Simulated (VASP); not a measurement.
# CaSe (P6_3/mmc) in VASP: single point with HSE06

Aim: the single point of CaSe with HSE06.

Program: VASP 6.6.1. These are calculated values, not measurements. Logs are shortened: lines on timing, memory, paths and dates and some standing lists are left out, and cuts for length are marked.

**1. The cell of the first run**

It takes space group P6_3/mmc (No. 194, hexagonal). Conventional cell: a = 4.132 Å, b = 4.132 Å, c = 7.163 Å, α = 90.00°, β = 90.00°, γ = 120.00°. Ca (site symmetry -3m) has 6 Se at 2.98 Å and 2 Ca at 3.58 Å within 3.9 Å. Within 3.9 Å of Se (site symmetry -6m2) lie 6 Ca at 2.98 Å.

**2. Single point, HSE06**

POSCAR

```
CaSe
1.0
    4.1316821780      0.0000000000      0.0000000000
   -2.0658410890      3.5781417265      0.0000000000
    0.0000000000      0.0000000000      7.1625032105
Ca Se
2 2
Direct
    0.0000000000      0.0000000000      0.0000000000
    0.0000000000      0.0000000000      0.5000000000
    0.3333333333      0.6666666667      0.2500000000
    0.6666666667      0.3333333333      0.7500000000
```

INCAR.step1

```
  PREC = Accurate
  ENCUT = 520
  EDIFF = 1E-5
  ISMEAR = 0
  SIGMA = 0.01
  LREAL = False
  LASPH = True
  NELM = 100
  ALGO = Normal
  ISIF = 2
  LWAVE = True
  LCHARG = False
  NBANDS = 24
  GGA = PE
  KPAR = 4
```

INCAR.step2

```
  PREC = Accurate
  ENCUT = 520
  EDIFF = 1E-6
  ISMEAR = 0
  SIGMA = 0.01
  LREAL = False
  LASPH = True
  NELM = 100
  ALGO = Normal
  ISIF = 2
  LWAVE = False
  LCHARG = False
  GGA = PE
  LHFCALC = True
  HFSCREEN = 0.2079
  PRECFOCK = Normal
  NBANDS = 24
  ISTART = 1
  KPAR = 4
```

KPOINTS

```
regular mesh
0
Gamma
  6 6 2
```

Potentials or basis: VASP PAW PBE potentials, release 64 (Ca_sv, Se).

On the command line:

```console
cat potpaw_PBE.64/Ca_sv/POTCAR potpaw_PBE.64/Se/POTCAR > POTCAR
cp INCAR.step1 INCAR
mpirun -np 4 vasp_std > vasp.out
cp INCAR.step2 INCAR
mpirun -np 4 vasp_std > vasp.out
```

OUTCAR:

```text
PREC = Accurate
   ENCUT = 520
   EDIFF = 1E-6
   ISMEAR = 0
   LREAL = False
   LASPH = True
   NELM = 100
   ISIF = 2
   GGA = PE
   LHFCALC = True
   HFSCREEN = 0.2079
   PRECFOCK = Normal
   ISTART = 1

 ion  position               nearest neighbor table
   1  0.000  0.000  0.000-   3 2.98   4 2.98   3 2.98   4 2.98   4 2.98   3 2.98
   2  0.000  0.000  0.500-   3 2.98   4 2.98   3 2.98   4 2.98   4 2.98   3 2.98
   3  0.333  0.667  0.250-   1 2.98   2 2.98   1 2.98   2 2.98   1 2.98   2 2.98
   4  0.667  0.333  0.750-   1 2.98   2 2.98   1 2.98   2 2.98   1 2.98   2 2.98

  LATTYP: Found a hexagonal cell.
 ALAT       =     4.1316821780
 C/A-ratio  =     1.7335561890

  Lattice vectors:

 A1 = (   4.1316821780,   0.0000000000,   0.0000000000)
 A2 = (  -2.0658410890,   3.5781417265,   0.0000000000)
 A3 = (   0.0000000000,   0.0000000000,   7.1625032105)

Analysis of symmetry for initial positions (statically):
=====================================================================
 Subroutine PRICEL returns:
 Original cell was already a primitive cell.

 Routine SETGRP: Setting up the symmetry group for a
 hexagonal supercell.

 Subroutine GETGRP returns: Found 24 space group operations
 (whereof 12 operations were pure point group operations)
 out of a pool of 24 trial point group operations.

The static configuration has the point symmetry D_3d.
 The point group associated with its full space group is D_6h.

Analysis of symmetry for dynamics (positions and initial velocities):
=====================================================================
 Subroutine PRICEL returns:
 Original cell was already a primitive cell.

 Routine SETGRP: Setting up the symmetry group for a
 hexagonal supercell.

 Subroutine GETGRP returns: Found 24 space group operations
 (whereof 12 operations were pure point group operations)
 out of a pool of 24 trial point group operations.

The dynamic configuration has the point symmetry D_3d.
 The point group associated with its full space group is D_6h.

 Subroutine INISYM returns: Found 24 space group operations
 (whereof 12 operations are pure point group operations),
 and found     1 'primitive' translations

----------------------------------------------------------------------------------------

                                     Primitive cell

  volume of cell :     105.8886

  direct lattice vectors                    reciprocal lattice vectors
     4.131682178  0.000000000  0.000000000     0.242032169  0.139737338  0.000000000
    -2.065841089  3.578141727  0.000000000     0.000000000  0.279474676  0.000000000
     0.000000000  0.000000000  7.162503210     0.000000000  0.000000000  0.139615993

  length of vectors
     4.131682178  4.131682178  7.162503210     0.279474676  0.279474676  0.139615993

  position of ions in fractional coordinates (direct lattice)
     0.000000000  0.000000000  0.000000000
     0.000000000  0.000000000  0.500000000
     0.333333333  0.666666667  0.250000000
     0.666666667  0.333333333  0.750000000

  ion indices of the primitive-cell ions
   primitive index   ion index
                 1           1
                 2           2
                 3           3
                 4           4

----------------------------------------------------------------------------------------

 KPOINTS: regular mesh

Automatic generation of k-mesh.
 Grid dimensions read from file:
 generate k-points for:    6    6    2

 Generating k-lattice:

  Cartesian coordinates                     Fractional coordinates (reciprocal lattice)
     0.040338695  0.023289556  0.000000000     0.166666667  0.000000000  0.000000000
     0.000000000  0.046579113  0.000000000     0.000000000  0.166666667  0.000000000
     0.000000000  0.000000000  0.069807997     0.000000000  0.000000000  0.500000000

  Length of vectors
     0.046579113  0.046579113  0.069807997

  Shift w.r.t. Gamma in fractional coordinates (k-lattice)
     0.000000000  0.000000000  0.000000000

 Subroutine IBZKPT returns following result:
 ===========================================

 Found     14 irreducible k-points:

 Following reciprocal coordinates:
            Coordinates               Weight
  0.000000  0.000000  0.000000      1.000000
  0.166667 -0.000000  0.000000      6.000000
  0.333333 -0.000000  0.000000      6.000000
  0.500000 -0.000000  0.000000      3.000000
  0.166667  0.166667  0.000000      6.000000
  0.333333  0.166667  0.000000     12.000000
  0.333333  0.333333  0.000000      2.000000
  0.000000  0.000000  0.500000      1.000000
  0.166667 -0.000000  0.500000      6.000000
  0.333333 -0.000000  0.500000      6.000000
  0.500000 -0.000000  0.500000      3.000000
  0.166667  0.166667  0.500000      6.000000
  0.333333  0.166667  0.500000     12.000000
  0.333333  0.333333  0.500000      2.000000
   k-points           NKPTS =     14   k-points in BZ     NKDIM =     72   number of bands    NBANDS=     24
   number of dos      NEDOS =    301   number of ions     NIONS =      4
   total plane-waves  NPLWV =  55296
   dimension x,y,z NGX =    32 NGY =   32 NGZ =   54
   dimension x,y,z NGXF=    64 NGYF=   64 NGZF=  108
   ions per type =               2   2
   NGX,Y,Z   is equivalent  to a cutoff of  12.88, 12.88, 12.53 a.u.
   NGXF,Y,Z  is equivalent  to a cutoff of  25.75, 25.75, 25.07 a.u.
 SYSTEM =  unknown system
   PREC   = accura    normal or accurate (medium, high low for compatibility)
   ISTART =      1    job   : 0-new  1-cont  2-samecut
   ICHARG =      0    charge: 1-file 2-atom 10-const
   ISPIN  =      1    spin polarized calculation?
   LNONCOLLINEAR =      F non collinear calculations
   LSORBIT =      F    spin-orbit coupling
   LASPH  =      T    aspherical Exc in radial PAW
   ENCUT  =  520.0 eV  38.22 Ry    6.18 a.u.   7.68  7.68 13.32*2*pi/ulx,y,z
   NELM   =    100;   NELMIN=  2; NELMDL=  0     # of ELM steps
   EDIFF  = 0.1E-05   stopping-criterion for ELM
   LREAL  =      F    real-space projection
   EDIFFG = 0.1E-04   stopping-criterion for IOM
   NSW    =      0    number of steps for IOM
   IBRION =     -1    ionic relax: 0-MD 1-quasi-New 2-CG
   NFREE  =      0    steps in history (QN), initial steepest desc. (CG)
   ISIF   =      2    stress and relaxation
   ISYM   =      3    0-nonsym 1-usesym 2-fastsym
   POTIM  = 0.5000    time-step for ionic-motion
   TEBEG  =    0.0;   TEEND  =   0.0 temperature during run
   PSTRESS=    0.0 pullay stress
   NELECT =      32.0000    total number of electrons
   NUPDOWN=      -1.0000    fix difference up-down
   EMIN   =  10.00;   EMAX   =-10.00  energy-range for DOS
   EFERMI =   0.00;   METHOD = LEGACY
   ISMEAR =     0;   SIGMA  =   0.01  broadening in eV -4-tet -1-fermi 0-gaus
   EFERMI_NEDOS =   21; number of points for ismear=-14 and -15
   IALGO  =     38    algorithm
   IMIX   =      1    mixing-type and parameters
     AMIX     =   0.40;   BMIX     =  1.00
     AMIX_MAG =   1.60;   BMIX_MAG =  1.00
  volume/ion in A,a.u.               =      26.47       178.64
  Fermi-wavevector in a.u.,A,eV,Ry     =   1.098605  2.076063 16.421332  1.206934
  Thomas-Fermi vector in A             =   2.234986
   LORBIT       =      0    0 simple, 1 ext, 2 COOP (PROOUT), +10 PAW based schemes
   GGA     = PE    functional components
   LHFCALC =     T    Hartree Fock is set to
   PRECFOCK=normal    Normal, Fast or Accurate (Low or Medium for compatibility)
   ENCUT4O =  -1.0   cutoff for four orbital integrals eV
   NKREDX  =     1    reduce k-point grid by
   NKREDY  =     1    reduce k-point grid by
   NKREDZ  =     1    reduce k-point grid by
   AEXX    =    0.2500 exact exchange contribution
   HFSCREEN=    0.2079 screening length (either q_TF or 0.3 A-1)
   HFSCREENC=   0.2079 screening length for correlation (either q_TF or 0.3 A-1)
   ENCUTFOCK=  -1.0 apply spherical cutoff to Coloumb kernel
   IVDW    =     0    specifies the selected vdW correction
   LEPSILON=     F    determine dielectric tensor
   LRPA    =     F    only Hartree local field effects (RPA)
 non-spin polarized calculation
 Gauss-broadening in eV      SIGMA  =   0.01
  energy-cutoff  :      520.00
  volume of cell :      105.89
 maximum number of plane-waves:      2901
 NGX is ok and might be reduce to    32
  NGX = 24; NGY = 24; NGZ = 42

 number of electron      31.9999996 magnetization

 Free energy of the ion-electron system (eV)
  ---------------------------------------------------
  ext. energy  EPLUGINS =         0.00000000
  ---------------------------------------------------
  free energy    TOTEN  =       -21.08130104 eV

  energy without entropy =      -21.08130104  energy(sigma->0) =      -21.08130104

 E-fermi :   1.9396     XC(G=0):  -7.5364

 val. band max:        1.8423071111   @ k =   0.0000   0.0000   0.0000
 cond. band min:       5.0564260464   @ k =   0.5000  -0.0000   0.0000
 fundamental gap:      3.2141189353
 Fermi energy:         1.9395916185

 k-point     1 :       0.0000    0.0000    0.0000
  band No.  band energies     occupation
      1     -41.2172      2.00000
      2     -41.2009      2.00000
      3     -20.9185      2.00000
      4     -20.7368      2.00000
      5     -20.7368      2.00000
      6     -20.7122      2.00000
[... 16 lines left out ...]
     23       7.3632      0.00000
     24       9.0842      0.00000

 k-point     2 :       0.1667   -0.0000    0.0000
  band No.  band energies     occupation
      1     -41.2158      2.00000
      2     -41.1996      2.00000
      3     -20.9082      2.00000
      4     -20.7641      2.00000
      5     -20.7424      2.00000
      6     -20.7320      2.00000
[... 16 lines left out ...]
     23       8.6199      0.00000
     24       8.9810      0.00000

 k-point     3 :       0.3333   -0.0000    0.0000
  band No.  band energies     occupation
      1     -41.2129      2.00000
      2     -41.1970      2.00000
      3     -20.8879      2.00000
      4     -20.8173      2.00000
      5     -20.7712      2.00000
      6     -20.7535      2.00000
[... 16 lines left out ...]
     23       8.9437      0.00000
     24       9.1172      0.00000

 k-point     4 :       0.5000   -0.0000    0.0000
  band No.  band energies     occupation
      1     -41.2115      2.00000
      2     -41.1957      2.00000
      3     -20.8788      2.00000
      4     -20.8423      2.00000
      5     -20.7907      2.00000
      6     -20.7590      2.00000
[... 16 lines left out ...]
     23       8.9106      0.00000
     24       9.3819      0.00000

 k-point     5 :       0.1667    0.1667    0.0000
  band No.  band energies     occupation
      1     -41.2137      2.00000
      2     -41.1976      2.00000
      3     -20.8927      2.00000
      4     -20.7992      2.00000
      5     -20.7575      2.00000
      6     -20.7560      2.00000
[... 16 lines left out ...]
     23       8.7494      0.00000
     24       9.1693      0.00000

 k-point     6 :       0.3333    0.1667    0.0000
  band No.  band energies     occupation
      1     -41.2115      2.00000
      2     -41.1957      2.00000
      3     -20.8775      2.00000
      4     -20.8294      2.00000
      5     -20.7802      2.00000
      6     -20.7734      2.00000
[... 16 lines left out ...]
     23       8.8869      0.00000
     24       9.2460      0.00000
[... 109 lines left out ...]
 k-point    11 :       0.5000   -0.0000    0.5000
  band No.  band energies     occupation
      1     -41.2036      2.00000
      2     -41.2036      2.00000
      3     -20.8182      2.00000
      4     -20.8182      2.00000
      5     -20.7739      2.00000
      6     -20.7739      2.00000
[... 16 lines left out ...]
     23       9.0787      0.00000
     24       9.0998      0.00000

 k-point    12 :       0.1667    0.1667    0.5000
  band No.  band energies     occupation
      1     -41.2057      2.00000
      2     -41.2057      2.00000
      3     -20.7912      2.00000
      4     -20.7912      2.00000
      5     -20.7726      2.00000
      6     -20.7726      2.00000
[... 16 lines left out ...]
     23       8.6719      0.00000
     24       8.6719      0.00000

 k-point    13 :       0.3333    0.1667    0.5000
  band No.  band energies     occupation
      1     -41.2036      2.00000
      2     -41.2036      2.00000
      3     -20.8061      2.00000
      4     -20.8061      2.00000
      5     -20.7741      2.00000
      6     -20.7741      2.00000
[... 16 lines left out ...]
     23       9.1143      0.00000
     24       9.1143      0.00000

 k-point    14 :       0.3333    0.3333    0.5000
  band No.  band energies     occupation
      1     -41.2029      2.00000
      2     -41.2029      2.00000
      3     -20.7914      2.00000
      4     -20.7914      2.00000
      5     -20.7839      2.00000
      6     -20.7839      2.00000
[... 16 lines left out ...]
     23       8.8439      0.00000
     24       8.8439      0.00000

------------------------ aborting loop because EDIFF is reached ----------------------------------------

  FORCE on cell =-STRESS in cart. coord.  units (eV):
  Direction    XX          YY          ZZ          XY          YZ          ZX
  --------------------------------------------------------------------------------------
  -------------------------------------------------------------------------------------
  Total        0.1409932      0.1409932      0.2421783      0.0000000     -0.0000000      0.0000000
  in kB        2.1333374      2.1333374      3.6643467      0.0000000     -0.0000000      0.0000000
  external PRESSURE =       2.6436738 kB  Pullay stress =       0.0000000 kB

 VOLUME and BASIS-vectors are now :
 -----------------------------------------------------------------------------
  energy-cutoff  :      520.00
  volume of cell :      105.89
      direct lattice vectors                 reciprocal lattice vectors
     4.131682178  0.000000000  0.000000000     0.242032169  0.139737338  0.000000000
    -2.065841089  3.578141727  0.000000000     0.000000000  0.279474676  0.000000000
     0.000000000  0.000000000  7.162503210     0.000000000  0.000000000  0.139615993

 POSITION                                       TOTAL-FORCE (eV/Angst)
 -----------------------------------------------------------------------------------
      0.00000      0.00000      0.00000        -0.000000     -0.000000     -0.000000
      0.00000      0.00000      3.58125         0.000000     -0.000000     -0.000000
     -0.00000      2.38543      1.79063         0.000000      0.000000     -0.000000
      2.06584      1.19271      5.37188         0.000000     -0.000000      0.000000
 -----------------------------------------------------------------------------------
    total drift:                               -0.000000      0.000000     -0.000001

  FREE ENERGIE OF THE ION-ELECTRON SYSTEM (eV)
  ---------------------------------------------------
  free  energy   TOTEN  =       -21.0813010400 eV

  energy  without entropy=      -21.0813010400  energy(sigma->0) =      -21.08130104
```

Wall time 52 min (4 MPI ranks of AMD EPYC 7R13 (Zen 3), shared host); peak memory 0.35 GiB.

Results:

```
Free energy            : -21.0813 eV
Pressure               : 0.3 GPa
Band gap on the k mesh : 3.21 eV (least direct gap 3.54 eV)
```

Caveat: the k points lie up to 0.44 Å⁻¹ apart; the PAW data sets were made with another functional, which shifts forces and pressure a little. A k mesh can miss the band edges.
